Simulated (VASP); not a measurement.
# GaP (rocksalt type) (Fm-3m) in VASP: a series of runs, part 2 of 2

VASP 6.6.1.

## 5. Single point, LDA

File INCAR:

```
SYSTEM = GaP
PREC     = Accurate       ! precision mode
ENCUT    = 500            ! plane-wave cutoff, eV
EDIFF    = 1E-6           ! SCF threshold, eV
ISMEAR   = -1             ! smearing method
SIGMA    = 0.1            ! smearing width, eV
LREAL    = .FALSE.        ! projectors in reciprocal space
LASPH    = .TRUE.         ! aspherical terms in the spheres
NELM     = 120            ! most SCF steps
ALGO     = Normal         ! electronic algorithm
ISIF     = 2              ! what is computed and relaxed
LWAVE    = .FALSE.        ! write WAVECAR
LCHARG   = .FALSE.        ! write CHGCAR
GGA      = CA             ! functional
NBANDS   = 16             ! bands
GGA_COMPAT= .FALSE.
```

File KPOINTS:

```
regular mesh
0
G
  14 14 14
  0 0 0
```

File POSCAR:

```
GaP
1.0
    0.0000000000      2.5253746113      2.5253746113
    2.5253746113      0.0000000000      2.5253746113
    2.5253746113      2.5253746113      0.0000000000
Ga P
1 1
Direct
    0.0000000000      0.0000000000      0.0000000000
    0.5000000000      0.5000000000      0.5000000000
```

Potentials or basis: VASP PAW LDA potentials, release 64 (Ga_d, P).

Started as:

```console
> cat potpaw_LDA.64/Ga_d/POTCAR potpaw_LDA.64/P/POTCAR > POTCAR
> mpirun -np 1 vasp_std > vasp.out
```

OUTCAR:

```text
SYSTEM = GaP
   PREC = Accurate
   ENCUT = 500
   EDIFF = 1E-6
   ISMEAR = -1
   LREAL = .FALSE.
   LASPH = .TRUE.
   NELM = 120
   ISIF = 2
   GGA = CA

 ion  position               nearest neighbor table
   1  0.000  0.000  0.000-   2 2.53   2 2.53   2 2.53   2 2.53   2 2.53   2 2.53
   2  0.500  0.500  0.500-   1 2.53   1 2.53   1 2.53   1 2.53   1 2.53   1 2.53

  LATTYP: Found a face centered cubic cell.
 ALAT       =     5.0507492226

  Lattice vectors:

[... 192 lines left out ...]
      6      -6.7063      2.00000
[... 433 lines left out ...]
      3      -7.8249      2.00000
      4      -7.7868      2.00000
      5      -7.7765      2.00000
      6      -5.5011      2.00000
[... 8 lines left out ...]
     15      17.8546      0.00000
     16      18.1828      0.00000

 [... further k-points ...]
[... 5 lines left out ...]
  --------------------------------------------------------------------------------------
  -------------------------------------------------------------------------------------
  Total        0.0197566      0.0197566      0.0197566     -0.0000000      0.0000000     -0.0000000
  in kB        0.9826890      0.9826890      0.9826890     -0.0000000      0.0000000     -0.0000000
  external PRESSURE =       0.9826890 kB  Pullay stress =       0.0000000 kB

 VOLUME and BASIS-vectors are now :
 -----------------------------------------------------------------------------
  energy-cutoff  :      500.00
  volume of cell :       32.21
      direct lattice vectors                 reciprocal lattice vectors
     0.000000000  2.525374611  2.525374611    -0.197990428  0.197990428  0.197990428
     2.525374611  0.000000000  2.525374611     0.197990428 -0.197990428  0.197990428
     2.525374611  2.525374611  0.000000000     0.197990428  0.197990428 -0.197990428

 POSITION                                       TOTAL-FORCE (eV/Angst)
 -----------------------------------------------------------------------------------
      0.00000      0.00000      0.00000         0.000000     -0.000000      0.000000
      2.52537      2.52537      2.52537        -0.000000      0.000000     -0.000000
 -----------------------------------------------------------------------------------
    total drift:                               -0.000000      0.000000      0.000000

  FREE ENERGIE OF THE ION-ELECTRON SYSTEM (eV)
  ---------------------------------------------------
  free  energy   TOTEN  =        -9.7740298533 eV

  energy  without entropy=       -9.7413413877  energy(sigma->0) =       -9.75768562
```

OSZICAR:

```text
N       E                     dE             d eps       ncg     rms          rms(c)
DAV:   1     0.747749072529E+02    0.74775E+02   -0.88580E+03  3520   0.171E+03
DAV:   2    -0.455206745764E+01   -0.79327E+02   -0.75432E+02  3776   0.308E+02
DAV:   3    -0.988509686793E+01   -0.53330E+01   -0.52949E+01  4304   0.611E+01
DAV:   4    -0.995512673013E+01   -0.70030E-01   -0.70007E-01  3952   0.737E+00
DAV:   5    -0.995635928141E+01   -0.12326E-02   -0.12325E-02  4384   0.919E-01    0.404E+00
DAV:   6    -0.979071366325E+01    0.16565E+00   -0.28260E-01  4816   0.108E+01    0.253E+00
DAV:   7    -0.977647101988E+01    0.14243E-01   -0.39196E-02  4824   0.152E+00    0.105E+00
DAV:   8    -0.977410865323E+01    0.23624E-02   -0.42944E-03  4400   0.970E-01    0.879E-02
DAV:   9    -0.977403154362E+01    0.77110E-04   -0.41713E-04  4408   0.401E-01    0.709E-02
DAV:  10    -0.977403053936E+01    0.10043E-05   -0.28372E-05  4104   0.454E-02    0.334E-02
DAV:  11    -0.977402985333E+01    0.68603E-06   -0.67056E-06  4536   0.416E-02
   1 F= -.97740299E+01 E0= -.97576856E+01  d E =-.326885E-01
```

Wall time 41 s (1 thread of AMD EPYC 9R45 (Zen 5), shared host); peak memory 0.14 GiB.

Results:

```yaml
Free_energy: -9.7740 eV
Pressure: 0.1 GPa
Band_gap_on_the_k_mesh: zero (band 9 reaches 7.59 eV, above the bottom of band 10 at 4.14 eV)
```

Levels at points of the mesh, in eV from the Fermi level:
| k point | band 7 | band 8 | band 9 | band 10 | band 11 | band 12 |
| --- | --- | --- | --- | --- | --- | --- |
| (0.00, 0.00, 0.00) | -0.03 | -0.03 | -0.03 | 1.93 | 7.06 | 7.06 |
| (0.50, 0.00, 0.00) | -8.27 | 0.18 | 0.18 | 2.89 | 2.89 | 3.16 |
| (0.50, 0.50, 0.00) | -6.30 | -3.21 | -2.90 | -2.90 | 3.17 | 11.33 |

## 6. Single point, LDA

File INCAR:

```
SYSTEM = GaP
ALGO = Normal ; EDIFF = 1E-6
ENCUT = 500 ; GGA_COMPAT = .False.
ISIF = 2 ; ISMEAR = -1
LASPH = .True. ; LCHARG = .False.
LREAL = .False. ; LWAVE = .False.
NBANDS = 16 ; NELM = 120
PREC = Accurate ; SIGMA = 0.1
```

File KPOINTS:

```
k-points
0
Gamma
  14 14 14
  0 0 0
```

POSCAR is that of step 5.

Potentials or basis: VASP PAW LDA potentials, release 64 (Ga_d, P).

Started as:

```console
> cat potpaw_LDA.64/Ga_d/POTCAR potpaw_LDA.64/P/POTCAR > POTCAR
> mpirun -np 1 vasp_std > vasp.out
```

OUTCAR:

```text
SYSTEM = GaP
   EDIFF = 1E-6
   ENCUT = 500
   ISIF = 2
   ISMEAR = -1
   LASPH = .True.
   LREAL = .False.
   NELM = 120
   PREC = Accurate

 ion  position               nearest neighbor table
   1  0.000  0.000  0.000-   2 2.53   2 2.53   2 2.53   2 2.53   2 2.53   2 2.53
   2  0.500  0.500  0.500-   1 2.53   1 2.53   1 2.53   1 2.53   1 2.53   1 2.53

  LATTYP: Found a face centered cubic cell.
 ALAT       =     5.0507492226

  Lattice vectors:

 A1 = (   0.0000000000,   2.5253746113,   2.5253746113)
 A2 = (   2.5253746113,   0.0000000000,   2.5253746113)
 A3 = (   2.5253746113,   2.5253746113,   0.0000000000)

[... 625 lines left out ...]
      6      -5.5011      2.00000
[... 8 lines left out ...]
     15      17.8546      0.00000
     16      18.1828      0.00000

 [... further k-points ...]
[... 5 lines left out ...]
  --------------------------------------------------------------------------------------
  -------------------------------------------------------------------------------------
  Total        0.0197566      0.0197566      0.0197566     -0.0000000      0.0000000     -0.0000000
  in kB        0.9826890      0.9826890      0.9826890     -0.0000000      0.0000000     -0.0000000
  external PRESSURE =       0.9826890 kB  Pullay stress =       0.0000000 kB

 VOLUME and BASIS-vectors are now :
 -----------------------------------------------------------------------------
  energy-cutoff  :      500.00
  volume of cell :       32.21
      direct lattice vectors                 reciprocal lattice vectors
     0.000000000  2.525374611  2.525374611    -0.197990428  0.197990428  0.197990428
     2.525374611  0.000000000  2.525374611     0.197990428 -0.197990428  0.197990428
     2.525374611  2.525374611  0.000000000     0.197990428  0.197990428 -0.197990428

 POSITION                                       TOTAL-FORCE (eV/Angst)
 -----------------------------------------------------------------------------------
      0.00000      0.00000      0.00000         0.000000     -0.000000      0.000000
      2.52537      2.52537      2.52537        -0.000000      0.000000     -0.000000
 -----------------------------------------------------------------------------------
    total drift:                               -0.000000      0.000000      0.000000

  FREE ENERGIE OF THE ION-ELECTRON SYSTEM (eV)
  ---------------------------------------------------
  free  energy   TOTEN  =        -9.7740298533 eV

  energy  without entropy=       -9.7413413877  energy(sigma->0) =       -9.75768562
```

OSZICAR:

```text
N       E                     dE             d eps       ncg     rms          rms(c)
DAV:   1     0.747749072529E+02    0.74775E+02   -0.88580E+03  3520   0.171E+03
DAV:   2    -0.455206745764E+01   -0.79327E+02   -0.75432E+02  3776   0.308E+02
DAV:   3    -0.988509686793E+01   -0.53330E+01   -0.52949E+01  4304   0.611E+01
DAV:   4    -0.995512673013E+01   -0.70030E-01   -0.70007E-01  3952   0.737E+00
DAV:   5    -0.995635928141E+01   -0.12326E-02   -0.12325E-02  4384   0.919E-01    0.404E+00
DAV:   6    -0.979071366325E+01    0.16565E+00   -0.28260E-01  4816   0.108E+01    0.253E+00
DAV:   7    -0.977647101988E+01    0.14243E-01   -0.39196E-02  4824   0.152E+00    0.105E+00
DAV:   8    -0.977410865323E+01    0.23624E-02   -0.42944E-03  4400   0.970E-01    0.879E-02
DAV:   9    -0.977403154362E+01    0.77110E-04   -0.41713E-04  4408   0.401E-01    0.709E-02
DAV:  10    -0.977403053936E+01    0.10043E-05   -0.28372E-05  4104   0.454E-02    0.334E-02
DAV:  11    -0.977402985333E+01    0.68603E-06   -0.67056E-06  4536   0.416E-02
   1 F= -.97740299E+01 E0= -.97576856E+01  d E =-.326885E-01
```

stdout:

```text
POSCAR found type information on POSCAR GaP
 POSCAR found :  2 types and       2 ions
 scaLAPACK will be used
 LDA part: xc-table for (Slater(with rela. corr.)+CA(PZ))
 , standard interpolation
 POSCAR, INCAR and KPOINTS ok, starting setup
 FFT: planning ... GRIDC
 FFT: planning ... GRID_SOFT
 FFT: planning ... GRID
 WAVECAR not read
 entering main loop
```

Run time: 40 s. Hardware: 1 thread of AMD EPYC 9R45 (Zen 5), shared host; peak memory 0.14 GiB.

What came out:

- Free energy: -9.7740 eV
- Pressure: 0.1 GPa
- Band gap on the k mesh: zero (band 9 reaches 7.59 eV, above the bottom of band 10 at 4.14 eV)

## 7. The runs side by side

```csv
cell,cutoff (eV),gap on the mesh (eV),pressure (GPa)
"a = 3.571 Å, angles 60.0°, 2 atoms",520,none,0.2
"a = 3.499 Å, angles 60.0°, 2 atoms",500,none,7.6
"a = 3.571 Å, angles 60.0°, 2 atoms",500,none,0.1
```

Alike in all rows: task single point; level LDA; potentials or basis VASP PAW LDA potentials, release 64 (Ga_d, P); no spin polarisation; k mesh 14 × 14 × 14; smearing fermi-dirac 0.1 eV.

Absolute energies hang on the potentials; compare differences alone.
